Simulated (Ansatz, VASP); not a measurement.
Two plane-wave programs on Al2InSb3

```
CELL_PARAMETERS angstrom
-2.24537 2.24537 9.55460
2.24537 -2.24537 9.55460
2.24537 2.24537 -9.55460
ATOMIC_POSITIONS crystal
Al 0.66992 0.66992 0.00000
Al 0.33008 0.33008 0.00000
In 0.00000 0.00000 0.00000
Sb 0.59091 0.09090 0.50000
Sb 0.25000 0.75000 0.50000
Sb 0.90909 0.40909 0.50000
```

Alike in both runs: task single point; functional PBE; k mesh 6 × 6 × 6; occupations gaussian, width 0.1 eV; no spin polarisation.

|  | VASP | Ansatz |
| --- | --- | --- |
| version | VASP 6.6.1 | Ansatz 0.2.0 |
| potentials or method | VASP PAW PBE potentials, release 64 (Al, In_d, Sb), cutoff 520 eV | scalar-relativistic, plane waves, PAW |
| valence electrons in the cell | 34 | 64 |

VASP gave:

```
gap on the k mesh at the Fermi level (eV)                     : 0.56
least direct gap on the mesh (eV)                             : 0.56
pressure (GPa)                                                : 0.1
traceless stress, the component that is largest in VASP (GPa) : -0.09
rms of the force components (eV/Å)                            : 0.005
```

What did Ansatz give for the same quantities?

gap on the k mesh at the Fermi level (eV): 0.56; least direct gap on the mesh (eV): 0.56; pressure (GPa): 0.0; traceless stress, the component that is largest in VASP (GPa): -0.08; rms of the force components (eV/Å): 0.001.

Atom by atom the forces differ by 0.006 eV/Å (rms over components). With one functional, cell and mesh, what is left measures potentials, basis and numerics. VASP's potentials hold 34 valence electrons a cell and Ansatz's 64, so a difference there can come from the potentials and not from the codes.

Spin-orbit coupling is off throughout.
